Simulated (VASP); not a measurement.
Set up this calculation in VASP 6.6.1, as the native input.

```
Task                   : single point
Functional             : PBE
Potentials or basis    : VASP PAW PBE potentials, release 64 (Mg, I)
Cutoff                 : 520 eV
k mesh                 : 6 × 6 × 4
Occupations            : gaussian, width 0.05 eV
Spin                   : no spin polarisation
Dipole correction      : no
Further INCAR settings : ALGO = Normal; EDIFF = 1e-06; NBANDS = 15
```

The structure of MgI2 lies in POSCAR:

```
MgI2
1.0
    4.3849249435      0.0000000000      0.0000000000
   -2.1924624717      3.7974563947      0.0000000000
    0.0000000000      0.0000000000      6.1573900307
Mg I
1 2
Direct
    0.0000000000      0.0000000000      0.0000000000
    0.3333333333      0.6666666667      0.7576300000
    0.6666666667      0.3333333333      0.2423700000
```

This cell differs from its parent crystal: ratio of the length along z to the lengths across it x 0.85, volume and fractional coordinates fixed.

One way to write it, as run:

INCAR

```
SYSTEM = MgI2
  PREC = Accurate
  ENCUT = 520
  EDIFF = 1E-6
  ISMEAR = 0
  SIGMA = 0.05
  LREAL = .False.
  LASPH = .True.
  NELM = 80
  ALGO = Normal
  ISIF = 2
  LWAVE = .False.
  LCHARG = .False.
  GGA = PE
  NBANDS = 15
```

KPOINTS

```
Automatic mesh
0
Gamma
  6 6 4
  0 0 0
```

Potentials or basis: VASP PAW PBE potentials, release 64 (Mg, I).

Launch:

```bash
$ cat potpaw_PBE.64/Mg/POTCAR potpaw_PBE.64/I/POTCAR > POTCAR
$ mpirun -np 1 vasp_std > vasp.out
```

It gave:

| Property | Result |
| --- | --- |
| Pressure | 1.1 GPa |
| Largest force | 0.312 eV/Å |
| Band gap on the k mesh | 2.62 eV, direct |

Caveat: spin-orbit coupling is left out, which moves the levels of the heavy elements; this functional lacks dispersion, which binds the layers, so the pressure and a relaxed spacing across them are unreliable.

Run time: 51 s on 1 thread of AMD EPYC 7R43 64-Core Processor (Zen 3) (shared host), peak memory 0.2 GiB.
